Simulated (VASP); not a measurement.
# CdTe (F-43m) in VASP: a series of runs, part 2 of 3

VASP 6.6.1.

## 5. Relaxation of the atoms, PBE

This run uses another cell than the first one, of 28.28 Å³/atom, 0.800 times its volume.

Input file INCAR:

```
SYSTEM = CdTe
PREC     = Accurate       ! precision mode
ENCUT    = 520            ! plane-wave cutoff, eV
EDIFF    = 1E-6           ! SCF threshold, eV
ISMEAR   = -1             ! smearing method
SIGMA    = 0.03           ! smearing width, eV
LREAL    = .FALSE.        ! projectors in reciprocal space
LASPH    = .TRUE.         ! aspherical terms in the spheres
NELM     = 80             ! most SCF steps
ALGO     = Normal         ! electronic algorithm
ISIF     = 2              ! what is computed and relaxed
LWAVE    = .FALSE.        ! write WAVECAR
LCHARG   = .FALSE.        ! write CHGCAR
GGA      = PE             ! functional
IBRION   = 2              ! ionic algorithm
NSW      = 50             ! ionic steps
EDIFFG   = -0.01          ! ionic threshold
```

Input file KPOINTS:

```
regular mesh
0
G
  8 8 8
  0 0 0
```

Input file POSCAR:

```
CdTe
1.0
    0.0000000000      3.0468443266      3.0468443266
    3.0468443266      0.0000000000      3.0468443266
    3.0468443266      3.0468443266      0.0000000000
Cd Te
1 1
Direct
    0.0000000000      0.0000000000      0.0000000000
    0.7500000000      0.7500000000      0.7500000000
```

Potentials or basis: VASP PAW PBE potentials, release 64 (Cd, Te).

On the command line:

```console
$ cat potpaw_PBE.64/Cd/POTCAR potpaw_PBE.64/Te/POTCAR > POTCAR
$ mpirun -np 1 vasp_std > vasp.out
```

OUTCAR:

```text
SYSTEM = CdTe
   PREC = Accurate
   ENCUT = 520
   EDIFF = 1E-6
   ISMEAR = -1
   LREAL = .FALSE.
   LASPH = .TRUE.
   NELM = 80
   ISIF = 2
   GGA = PE
   IBRION = 2
   NSW = 50
   EDIFFG = -0.01

 ion  position               nearest neighbor table
   1  0.000  0.000  0.000-   2 2.64   2 2.64   2 2.64   2 2.64
   2  0.750  0.750  0.750-   1 2.64   1 2.64   1 2.64   1 2.64

  LATTYP: Found a face centered cubic cell.
 ALAT       =     6.0936886532

  Lattice vectors:

[... 563 lines left out ...]
      9       2.4586      2.00000
     10       7.8411      0.00000
     11       8.5710      0.00000
     12      10.4793      0.00000
     13      11.8846      0.00000

 [... further k-points ...]
[... 5 lines left out ...]
  --------------------------------------------------------------------------------------
  -------------------------------------------------------------------------------------
  Total        5.6504003      5.6504003      5.6504003      0.0000000      0.0000000      0.0000000
  in kB      160.0328010    160.0328010    160.0328010      0.0000000      0.0000000      0.0000000
  external PRESSURE =     160.0328010 kB  Pullay stress =       0.0000000 kB

 VOLUME and BASIS-vectors are now :
 -----------------------------------------------------------------------------
  energy-cutoff  :      520.00
  volume of cell :       56.57
      direct lattice vectors                 reciprocal lattice vectors
     0.000000000  3.046844327  3.046844327    -0.164104216  0.164104216  0.164104216
     3.046844327  0.000000000  3.046844327     0.164104216 -0.164104216  0.164104216
     3.046844327  3.046844327  0.000000000     0.164104216  0.164104216 -0.164104216

 POSITION                                       TOTAL-FORCE (eV/Angst)
 -----------------------------------------------------------------------------------
      0.00000      0.00000      0.00000        -0.000000     -0.000000     -0.000000
      4.57027      4.57027      4.57027         0.000000      0.000000      0.000000
 -----------------------------------------------------------------------------------
    total drift:                                0.000000      0.000000      0.000000

  FREE ENERGIE OF THE ION-ELECTRON SYSTEM (eV)
  ---------------------------------------------------
  free  energy   TOTEN  =        -4.1792343814 eV

  energy  without entropy=       -4.1792343814  energy(sigma->0) =       -4.17923438

 reached required accuracy - stopping structural energy minimisation
```

OSZICAR:

```text
N       E                     dE             d eps       ncg     rms          rms(c)
DAV:   1     0.110213100019E+03    0.11021E+03   -0.89683E+03   762   0.124E+03
DAV:   2    -0.262614380168E+00   -0.11048E+03   -0.10642E+03   834   0.287E+02
DAV:   3    -0.437958889644E+01   -0.41170E+01   -0.41092E+01   939   0.589E+01
DAV:   4    -0.441650748719E+01   -0.36919E-01   -0.36915E-01  1034   0.501E+00
DAV:   5    -0.441673774742E+01   -0.23026E-03   -0.23026E-03   899   0.302E-01    0.843E+00
DAV:   6    -0.419752510047E+01    0.21921E+00   -0.47066E-01   844   0.107E+01    0.641E+00
DAV:   7    -0.417884242669E+01    0.18683E-01   -0.15604E-01   879   0.317E+00    0.205E+00
DAV:   8    -0.417894250921E+01   -0.10008E-03   -0.15841E-02   784   0.187E+00    0.664E-01
DAV:   9    -0.417914881974E+01   -0.20631E-03   -0.11594E-03   832   0.420E-01    0.191E-01
DAV:  10    -0.417920661051E+01   -0.57791E-04   -0.14384E-04   882   0.117E-01    0.630E-02
DAV:  11    -0.417923441676E+01   -0.27806E-04   -0.54122E-05   814   0.744E-02    0.184E-02
DAV:  12    -0.417923438138E+01    0.35381E-07   -0.36383E-06   939   0.270E-02
   1 F= -.41792344E+01 E0= -.41792344E+01  d E =-.417923E+01
```

It took 7.6 s on 1 thread of Intel Xeon 6975P-C (Granite Rapids), shared host; peak memory 0.18 GiB.

What came out:

```yaml
Free_energy: -4.1792 eV
Pressure_after_relaxing: 16.0 GPa
Band_gap_on_the_k_mesh: 1.35 eV, direct
```

Final structure:
```
Cd Te
1.0
     0.00000    3.04684    3.04684
     3.04684    0.00000    3.04684
     3.04684    3.04684    0.00000
Cd Te
1 1
Direct
  0.00000 0.00000 0.00000
  0.75000 0.75000 0.75000
```

Levels at points of the mesh, in eV from the valence-band top:
| k point | band 6 | band 7 | band 8 | band 9 | band 10 | band 11 | band 12 | band 13 |
| --- | --- | --- | --- | --- | --- | --- | --- | --- |
| (0.00, 0.00, 0.00) | -8.71 | 0.00 | 0.00 | 0.00 | 1.35 | 4.40 | 4.40 | 4.40 |
| (0.50, 0.00, 0.00) | -8.18 | -5.64 | -1.10 | -1.10 | 1.97 | 5.04 | 5.04 | 7.01 |
| (0.50, 0.50, 0.00) | -7.97 | -5.31 | -2.60 | -2.60 | 2.12 | 2.51 | 9.96 | 10.07 |

Caveat: the relaxation stopped at its first step, so nothing moved; spin-orbit coupling is left out, which moves the levels of the heavy elements. As with any semilocal functional, this PBE gap is likely too small.

## 6. Relaxation of the atoms, PBE

This run uses another cell than the first one, of 31.82 Å³/atom, 0.900 times its volume.

Input file INCAR:

```
SYSTEM = CdTe
PREC = Accurate
ENCUT = 520
EDIFF = 1E-7
ISMEAR = -1
SIGMA = 0.03
LREAL = .False.
LASPH = .True.
NELM = 60
ALGO = Normal
ISIF = 2
LWAVE = .False.
LCHARG = .False.
GGA = PE
IBRION = 2
NSW = 50
EDIFFG = -0.01
```

Input file KPOINTS:

```
regular mesh
0
Gamma
  8 8 8
  0 0 0
```

Input file POSCAR:

```
CdTe
1.0
    0.0000000000      3.1688457976      3.1688457976
    3.1688457976      0.0000000000      3.1688457976
    3.1688457976      3.1688457976      0.0000000000
Cd Te
1 1
Direct
    0.0000000000      0.0000000000      0.0000000000
    0.7500000000      0.7500000000      0.7500000000
```

Potentials or basis: VASP PAW PBE potentials, release 64 (Cd, Te).

On the command line:

```console
$ cat potpaw_PBE.64/Cd/POTCAR potpaw_PBE.64/Te/POTCAR > POTCAR
$ mpirun -np 1 vasp_std > vasp.out
```

OUTCAR:

```text
SYSTEM = CdTe
   PREC = Accurate
   ENCUT = 520
   EDIFF = 1E-7
   ISMEAR = -1
   LREAL = .False.
   LASPH = .True.
   NELM = 60
   ISIF = 2
   GGA = PE
   IBRION = 2
   NSW = 50
   EDIFFG = -0.01

 ion  position               nearest neighbor table
   1  0.000  0.000  0.000-   2 2.74   2 2.74   2 2.74   2 2.74
   2  0.750  0.750  0.750-   1 2.74   1 2.74   1 2.74   1 2.74

  LATTYP: Found a face centered cubic cell.
 ALAT       =     6.3376915952

  Lattice vectors:

 A1 = (   0.0000000000,   3.1688457976,   3.1688457976)
 A2 = (   3.1688457976,   0.0000000000,   3.1688457976)
 A3 = (   3.1688457976,   3.1688457976,   0.0000000000)

Analysis of symmetry for initial positions (statically):
=====================================================================
 Subroutine PRICEL returns:
 Original cell was already a primitive cell.

 Routine SETGRP: Setting up the symmetry group for a
 face centered cubic supercell.

 Subroutine GETGRP returns: Found 24 space group operations
 (whereof 24 operations were pure point group operations)
 out of a pool of 48 trial point group operations.

The static configuration has the point symmetry T_d .

Analysis of symmetry for dynamics (positions and initial velocities):
=====================================================================
 Subroutine PRICEL returns:
 Original cell was already a primitive cell.

 Routine SETGRP: Setting up the symmetry group for a
 face centered cubic supercell.

 Subroutine GETGRP returns: Found 24 space group operations
 (whereof 24 operations were pure point group operations)
 out of a pool of 48 trial point group operations.

The dynamic configuration has the point symmetry T_d .

 Subroutine INISYM returns: Found 24 space group operations
 (whereof 24 operations are pure point group operations),
 and found     1 'primitive' translations

----------------------------------------------------------------------------------------

                                     Primitive cell
[... 116 lines left out ...]
   GGA     = PE    functional components
   LHFCALC =     F    Hartree Fock is set to
   AEXX    =    0.0000 exact exchange contribution
   IVDW    =     0    specifies the selected vdW correction
   LEPSILON=     F    determine dielectric tensor
   LRPA    =     F    only Hartree local field effects (RPA)
 conjugate gradient relaxation of ions
 non-spin polarized calculation
  energy-cutoff  :      520.00
  volume of cell :       63.64
 maximum number of plane-waves:      1732
 NGX is ok and might be reduce to    36
   NGX = 17   NGY = 17   NGZ = 17

 number of electron      18.0000004 magnetization

 Free energy of the ion-electron system (eV)
  ---------------------------------------------------
  ext. energy  EPLUGINS =         0.00000000
  ---------------------------------------------------
  free energy    TOTEN  =        -4.65287739 eV

  energy without entropy =       -4.65287739  energy(sigma->0) =       -4.65287739

 E-fermi :   3.4943     XC(G=0):  -8.8858

 val. band max:        2.9858196950   @ k =   0.0000   0.0000   0.0000
 cond. band min:       3.9657124972   @ k =   0.0000   0.0000   0.0000
 fundamental gap:      0.9798928022
 Fermi energy:         3.4942593115

 k-point     1 :       0.0000    0.0000    0.0000
  band No.  band energies     occupation
      1      -8.5969      2.00000
      2      -5.5582      2.00000
      3      -5.5582      2.00000
      4      -5.5582      2.00000
      5      -5.2444      2.00000
      6      -5.2444      2.00000
      7       2.9858      2.00000
      8       2.9858      2.00000
      9       2.9858      2.00000
     10       3.9657      0.00000
     11       7.5321      0.00000
     12       7.5321      0.00000
     13       7.5321      0.00000
[... 354 lines left out ...]
  band No.  band energies     occupation
      1      -8.0655      2.00000
      2      -5.4525      2.00000
      3      -5.4367      2.00000
      4      -5.2650      2.00000
      5      -5.2388      2.00000
      6      -4.7215      2.00000
      7      -1.6165      2.00000
      8       0.6800      2.00000
      9       1.5465      2.00000
     10       6.3643      0.00000
     11       7.5033      0.00000
     12       9.0644      0.00000
     13      10.3460      0.00000

 [... further k-points ...]
[... 5 lines left out ...]
  --------------------------------------------------------------------------------------
  -------------------------------------------------------------------------------------
  Total        2.5442301      2.5442301      2.5442301      0.0000000      0.0000000      0.0000000
  in kB       64.0521407     64.0521407     64.0521407      0.0000000      0.0000000      0.0000000
  external PRESSURE =      64.0521407 kB  Pullay stress =       0.0000000 kB

 VOLUME and BASIS-vectors are now :
 -----------------------------------------------------------------------------
  energy-cutoff  :      520.00
  volume of cell :       63.64
      direct lattice vectors                 reciprocal lattice vectors
     0.000000000  3.168845798  3.168845798    -0.157786157  0.157786157  0.157786157
     3.168845798  0.000000000  3.168845798     0.157786157 -0.157786157  0.157786157
     3.168845798  3.168845798  0.000000000     0.157786157  0.157786157 -0.157786157

 POSITION                                       TOTAL-FORCE (eV/Angst)
 -----------------------------------------------------------------------------------
      0.00000      0.00000      0.00000         0.000000      0.000000     -0.000000
      4.75327      4.75327      4.75327        -0.000000     -0.000000      0.000000
 -----------------------------------------------------------------------------------
    total drift:                                0.000000      0.000000      0.000000

  FREE ENERGIE OF THE ION-ELECTRON SYSTEM (eV)
  ---------------------------------------------------
  free  energy   TOTEN  =        -4.6528773872 eV

  energy  without entropy=       -4.6528773866  energy(sigma->0) =       -4.65287739

 reached required accuracy - stopping structural energy minimisation
```

CONTCAR:

```text
CdTe
   1.00000000000000
     0.0000000000000000    3.1688457976000000    3.1688457976000000
     3.1688457976000000    0.0000000000000000    3.1688457976000000
     3.1688457976000000    3.1688457976000000    0.0000000000000000
  Cd              Te
     1     1
Direct
     0.0000000000000000    0.0000000000000000    0.0000000000000000
     0.7500000000000000    0.7500000000000000    0.7500000000000000

  0.00000000E+00  0.00000000E+00  0.00000000E+00
  0.00000000E+00  0.00000000E+00  0.00000000E+00
```

Wall time 16 s (1 thread of Intel Xeon 6975P-C (Granite Rapids), shared host); peak memory 0.21 GiB.

Results:

* Free energy: -4.6529 eV
* Pressure after relaxing: 6.4 GPa
* Band gap on the k mesh: 0.98 eV, direct

Final structure:
```cif
data_structure
_symmetry_space_group_name_H-M 'P 1'
_symmetry_Int_Tables_number 1
_cell_length_a 4.4814
_cell_length_b 4.4814
_cell_length_c 4.4814
_cell_angle_alpha 60.000
_cell_angle_beta 60.000
_cell_angle_gamma 60.000
_cell_volume 63.64
loop_
_atom_site_label
_atom_site_type_symbol
_atom_site_fract_x
_atom_site_fract_y
_atom_site_fract_z
_atom_site_occupancy
Cd1 Cd 0.00000 0.00000 0.00000 1
Te1 Te 0.75000 0.75000 0.75000 1
```

Caveat: the relaxation stopped at its first step, so nothing moved; spin-orbit coupling is left out, which moves the levels of the heavy elements.

[end of part 2 of 3]
